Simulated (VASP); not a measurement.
# IrPt2 (P-6m2) in VASP: single point with PBE

Aim: the single point of IrPt2 with PBE.

All numbers are computed with VASP 6.6.1; they aren't measurements. Logs are shortened: lines on timing, memory, paths and dates and some standing lists are left out, and cuts for length are marked.

## Step 1: The cell of the first run

Symmetry: P-6m2, No. 187, hexagonal system. Conventional cell: a = 2.697 Å, b = 2.697 Å, c = 12.132 Å, α = 90.00°, β = 90.00°, γ = 120.00°. Within 3.6 Å of Ir (site symmetry -6m2) lie 6 Ir at 2.70 Å and 6 Pt at 2.80 Å. Pt (site symmetry 3m) has 6 Pt at 2.70 Å and 3 Ir at 2.80 Å within 3.6 Å.

## Step 2: Single point, PBE

File INCAR:

```
PREC     = Accurate       # precision mode
ENCUT    = 500            # plane-wave cutoff, eV
EDIFF    = 1E-6           # SCF threshold, eV
ISMEAR   = 0              # smearing method
SIGMA    = 0.2            # smearing width, eV
LREAL    = False          # projectors in reciprocal space
LASPH    = True           # aspherical terms in the spheres
NELM     = 120            # most SCF steps
ALGO     = Normal         # electronic algorithm
ISIF     = 2              # what is computed and relaxed
LWAVE    = False          # write WAVECAR
LCHARG   = False          # write CHGCAR
GGA      = PE             # functional
NBANDS   = 22             # bands
GGA_COMPAT= False
```

File KPOINTS:

```
Automatic mesh
0
Gamma
  9 9 2
```

File POSCAR:

```
IrPt2
1.0
    2.6970675404      0.0000000032      0.0000000000
   -1.3485337730      2.3357290041      0.0000000000
    0.0000000000      0.0000000000     12.1315567048
Ir Pt
1 2
Direct
    0.0000000000      0.0000000000      0.0000000000
    0.3333333333      0.6666666667      0.8080493443
    0.3333333333      0.6666666667      0.1919506557
```

Potentials or basis: VASP PAW PBE potentials, release 64 (Ir, Pt).

On the command line:

```console
$ cat potpaw_PBE.64/Ir/POTCAR potpaw_PBE.64/Pt/POTCAR > POTCAR
$ mpirun -np 1 vasp_std > vasp.out
```

OUTCAR:

```text
PREC = Accurate
   ENCUT = 500
   EDIFF = 1E-6
   ISMEAR = 0
   LREAL = False
   LASPH = True
   NELM = 120
   ISIF = 2
   GGA = PE

 ion  position               nearest neighbor table
   1  0.000  0.000  0.000-   2 2.80   3 2.80   2 2.80   3 2.80   2 2.80   3 2.80
   2  0.333  0.667  0.808-   1 2.80   1 2.80   1 2.80
   3  0.333  0.667  0.192-   1 2.80   1 2.80   1 2.80

  LATTYP: Found a hexagonal cell.
 ALAT       =     2.6970675404
 C/A-ratio  =     4.4980544696

  Lattice vectors:

 A1 = (   2.6970675404,   0.0000000032,   0.0000000000)
 A2 = (  -1.3485337730,   2.3357290041,   0.0000000000)
 A3 = (   0.0000000000,   0.0000000000,  12.1315567048)

Analysis of symmetry for initial positions (statically):
=====================================================================
 Subroutine PRICEL returns:
 Original cell was already a primitive cell.

 Routine SETGRP: Setting up the symmetry group for a
 hexagonal supercell.

 Subroutine GETGRP returns: Found 12 space group operations
 (whereof 12 operations were pure point group operations)
 out of a pool of 24 trial point group operations.

The static configuration has the point symmetry D_3h.

Analysis of symmetry for dynamics (positions and initial velocities):
=====================================================================
 Subroutine PRICEL returns:
 Original cell was already a primitive cell.

 Routine SETGRP: Setting up the symmetry group for a
 hexagonal supercell.

 Subroutine GETGRP returns: Found 12 space group operations
 (whereof 12 operations were pure point group operations)
 out of a pool of 24 trial point group operations.

The dynamic configuration has the point symmetry D_3h.

 Subroutine INISYM returns: Found 12 space group operations
 (whereof 12 operations are pure point group operations),
 and found     1 'primitive' translations

----------------------------------------------------------------------------------------

                                     Primitive cell

  volume of cell :      76.4242

  direct lattice vectors                    reciprocal lattice vectors
     2.697067540  0.000000003  0.000000000     0.370773065  0.214065930  0.000000000
    -1.348533773  2.335729004  0.000000000    -0.000000001  0.428131858  0.000000000
     0.000000000  0.000000000 12.131556705     0.000000000  0.000000000  0.082429652

  length of vectors
     2.697067540  2.697067540 12.131556705     0.428131858  0.428131858  0.082429652

  position of ions in fractional coordinates (direct lattice)
     0.000000000  0.000000000  0.000000000
     0.333333333  0.666666667  0.808049344
     0.333333333  0.666666667  0.191950656

  ion indices of the primitive-cell ions
   primitive index   ion index
                 1           1
                 2           2
                 3           3

----------------------------------------------------------------------------------------

 KPOINTS: Automatic mesh

Automatic generation of k-mesh.
 Grid dimensions read from file:
 generate k-points for:    9    9    2

 Generating k-lattice:

  Cartesian coordinates                     Fractional coordinates (reciprocal lattice)
     0.041197007  0.023785103  0.000000000     0.111111111  0.000000000  0.000000000
    -0.000000000  0.047570206  0.000000000    -0.000000000  0.111111111  0.000000000
     0.000000000  0.000000000  0.041214826     0.000000000  0.000000000  0.500000000

  Length of vectors
     0.047570206  0.047570206  0.041214826

  Shift w.r.t. Gamma in fractional coordinates (k-lattice)
     0.000000000  0.000000000  0.000000000

 Subroutine IBZKPT returns following result:
 ===========================================

 Found     24 irreducible k-points:

 Following reciprocal coordinates:
            Coordinates               Weight
  0.000000  0.000000  0.000000      1.000000
  0.111111  0.000000  0.000000      6.000000
  0.222222 -0.000000  0.000000      6.000000
  0.333333  0.000000  0.000000      6.000000
  0.444444 -0.000000  0.000000      6.000000
  0.111111  0.111111  0.000000      6.000000
[... 16 lines left out ...]
  0.333333  0.222222  0.500000     12.000000
  0.333333  0.333333  0.500000      2.000000
   k-points           NKPTS =     24   k-points in BZ     NKDIM =     24   number of bands    NBANDS=     22
   number of dos      NEDOS =    301   number of ions     NIONS =      3
   total plane-waves  NPLWV =  36000
   dimension x,y,z NGX =    20 NGY =   20 NGZ =   90
   dimension x,y,z NGXF=    40 NGYF=   40 NGZF=  180
   ions per type =               1   2
   NGX,Y,Z   is equivalent  to a cutoff of  12.33, 12.33, 12.33 a.u.
   NGXF,Y,Z  is equivalent  to a cutoff of  24.66, 24.66, 24.67 a.u.
 SYSTEM =  unknown system
   PREC   = accura    normal or accurate (medium, high low for compatibility)
   ISTART =      0    job   : 0-new  1-cont  2-samecut
   ICHARG =      2    charge: 1-file 2-atom 10-const
   ISPIN  =      1    spin polarized calculation?
   LNONCOLLINEAR =      F non collinear calculations
   LSORBIT =      F    spin-orbit coupling
   LASPH  =      T    aspherical Exc in radial PAW
   ENCUT  =  500.0 eV  36.75 Ry    6.06 a.u.   4.92  4.92 22.12*2*pi/ulx,y,z
   NELM   =    120;   NELMIN=  2; NELMDL= -5     # of ELM steps
   EDIFF  = 0.1E-05   stopping-criterion for ELM
   LREAL  =      F    real-space projection
   EDIFFG = 0.1E-04   stopping-criterion for IOM
   NSW    =      0    number of steps for IOM
   IBRION =     -1    ionic relax: 0-MD 1-quasi-New 2-CG
   NFREE  =      0    steps in history (QN), initial steepest desc. (CG)
   ISIF   =      2    stress and relaxation
   ISYM   =      2    0-nonsym 1-usesym 2-fastsym
   POTIM  = 0.5000    time-step for ionic-motion
   TEBEG  =    0.0;   TEEND  =   0.0 temperature during run
   PSTRESS=    0.0 pullay stress
   NELECT =      29.0000    total number of electrons
   NUPDOWN=      -1.0000    fix difference up-down
   EMIN   =  10.00;   EMAX   =-10.00  energy-range for DOS
   EFERMI =   0.00;   METHOD = LEGACY
   ISMEAR =     0;   SIGMA  =   0.20  broadening in eV -4-tet -1-fermi 0-gaus
   EFERMI_NEDOS =   21; number of points for ismear=-14 and -15
   IALGO  =     38    algorithm
   IMIX   =      4    mixing-type and parameters
     AMIX     =   0.40;   BMIX     =  1.00
     AMIX_MAG =   1.60;   BMIX_MAG =  1.00
  volume/ion in A,a.u.               =      25.47       171.91
  Fermi-wavevector in a.u.,A,eV,Ry     =   1.185215  2.239732 19.112582  1.404735
  Thomas-Fermi vector in A             =   2.321414
   LORBIT       =      0    0 simple, 1 ext, 2 COOP (PROOUT), +10 PAW based schemes
   GGA     = PE    functional components
   LHFCALC =     F    Hartree Fock is set to
   AEXX    =    0.0000 exact exchange contribution
   IVDW    =     0    specifies the selected vdW correction
   LEPSILON=     F    determine dielectric tensor
   LRPA    =     F    only Hartree local field effects (RPA)
 non-spin polarized calculation
 Gauss-broadening in eV      SIGMA  =   0.20
  energy-cutoff  :      500.00
  volume of cell :       76.42
 maximum number of plane-waves:      1986
 NGX is ok and might be reduce to    20
   NGX =  9   NGY =  9   NGZ = 45

 number of electron      29.0000003 magnetization

 Free energy of the ion-electron system (eV)
  ---------------------------------------------------
  ext. energy  EPLUGINS =         0.00000000
  ---------------------------------------------------
  free energy    TOTEN  =       -19.80521982 eV

  energy without entropy =      -19.73271315  energy(sigma->0) =      -19.76896648

 E-fermi :   3.9381     XC(G=0):  -9.1699

 val. band max:        3.9195201251   @ k =   0.4444  -0.0000   0.0000
 cond. band min:       3.9951845282   @ k =   0.2222   0.1111   0.0000
 fundamental gap:      0.0756644031
 Fermi energy:         3.9380972408

 k-point     1 :       0.0000    0.0000    0.0000
  band No.  band energies     occupation
      1      -5.8012      2.00000
      2      -4.1924      2.00000
      3      -3.6499      2.00000
      4      -0.1820      2.00000
      5       0.1978      2.00000
      6       0.4121      2.00000
[... 14 lines left out ...]
     21      12.7861      0.00000
     22      13.4768      0.00000

 k-point     2 :       0.1111    0.0000    0.0000
  band No.  band energies     occupation
      1      -5.3278      2.00000
      2      -3.7159      2.00000
      3      -3.1791      2.00000
      4      -0.1994      2.00000
      5      -0.1002      2.00000
      6       0.2233      2.00000
[... 14 lines left out ...]
     21      13.1380      0.00000
     22      13.6475      0.00000

 k-point     3 :       0.2222   -0.0000    0.0000
  band No.  band energies     occupation
      1      -4.1501      2.00000
      2      -2.7047      2.00000
      3      -2.2639      2.00000
      4      -0.7305      2.00000
      5      -0.4842      2.00000
      6      -0.2239      2.00000
[... 14 lines left out ...]
     21      14.1262      0.00000
     22      14.1465      0.00000

 k-point     4 :       0.3333    0.0000    0.0000
  band No.  band energies     occupation
      1      -3.1906      2.00000
      2      -2.5326      2.00000
      3      -2.3580      2.00000
      4      -1.3888      2.00000
      5      -0.9428      2.00000
      6       0.2206      2.00000
[... 14 lines left out ...]
     21      13.9886      0.00000
     22      14.9783      0.00000

 k-point     5 :       0.4444   -0.0000    0.0000
  band No.  band energies     occupation
      1      -3.0453      2.00000
      2      -2.7982      2.00000
      3      -2.6986      2.00000
      4      -1.8168      2.00000
      5      -1.1682      2.00000
      6      -0.1297      2.00000
[... 417 lines left out ...]
 k-point    22 :       0.2222    0.2222    0.5000
  band No.  band energies     occupation
      1      -2.1875      2.00000
      2      -1.8741      2.00000
      3      -1.2544      2.00000
      4      -1.0139      2.00000
      5      -0.7316      2.00000
      6      -0.2348      2.00000
[... 14 lines left out ...]
     21      14.0978      0.00000
     22      14.2953      0.00000

 k-point    23 :       0.3333    0.2222    0.5000
  band No.  band energies     occupation
      1      -1.9090      2.00000
      2      -1.8352      2.00000
      3      -1.4828      2.00000
      4      -0.8358      2.00000
      5      -0.6382      2.00000
      6      -0.4759      2.00000
[... 14 lines left out ...]
     21      12.7457      0.00000
     22      13.8106      0.00000

 k-point    24 :       0.3333    0.3333    0.5000
  band No.  band energies     occupation
      1      -1.5315      2.00000
      2      -1.4036      2.00000
      3      -0.8801      2.00000
      4      -0.7729      2.00000
      5      -0.5615      2.00000
      6      -0.0100      2.00000
[... 14 lines left out ...]
     21      12.8544      0.00000
     22      12.8653      0.00000

------------------------ aborting loop because EDIFF is reached ----------------------------------------

  FORCE on cell =-STRESS in cart. coord.  units (eV):
  Direction    XX          YY          ZZ          XY          YZ          ZX
  --------------------------------------------------------------------------------------
  -------------------------------------------------------------------------------------
  Total        0.1369493      0.1369493     -0.0043431     -0.0000000      0.0000000     -0.0000000
  in kB        2.8710432      2.8710432     -0.0910494     -0.0000000      0.0000000     -0.0000000
  external PRESSURE =       1.8836790 kB  Pullay stress =       0.0000000 kB

 VOLUME and BASIS-vectors are now :
 -----------------------------------------------------------------------------
  energy-cutoff  :      500.00
  volume of cell :       76.42
      direct lattice vectors                 reciprocal lattice vectors
     2.697067540  0.000000003  0.000000000     0.370773065  0.214065930  0.000000000
    -1.348533773  2.335729004  0.000000000    -0.000000001  0.428131858  0.000000000
     0.000000000  0.000000000 12.131556705     0.000000000  0.000000000  0.082429652

 POSITION                                       TOTAL-FORCE (eV/Angst)
 -----------------------------------------------------------------------------------
      0.00000      0.00000      0.00000        -0.000000      0.000000      0.000000
     -0.00000      1.55715      9.80290        -0.000000     -0.000000     -0.007143
     -0.00000      1.55715      2.32866         0.000000     -0.000000      0.007143
 -----------------------------------------------------------------------------------
    total drift:                                0.000000     -0.000000     -0.000000

  FREE ENERGIE OF THE ION-ELECTRON SYSTEM (eV)
  ---------------------------------------------------
  free  energy   TOTEN  =       -19.8052198181 eV

  energy  without entropy=      -19.7327131479  energy(sigma->0) =      -19.76896648
```

It took 31 s on 1 thread of AMD EPYC 7R43 (Zen 3), shared host; peak memory 0.16 GiB.

Results:

* Free energy: -19.8052 eV
* Pressure: 0.2 GPa
* Largest force: 0.007 eV/Å

Forces in eV/Å, atoms in the order of the input:
```
Ir   0.000  0.000  0.000
Pt   0.000  0.000 -0.007
Pt   0.000  0.000  0.007
```

Caveat: spin-orbit coupling is left out, which moves the levels of the heavy elements.
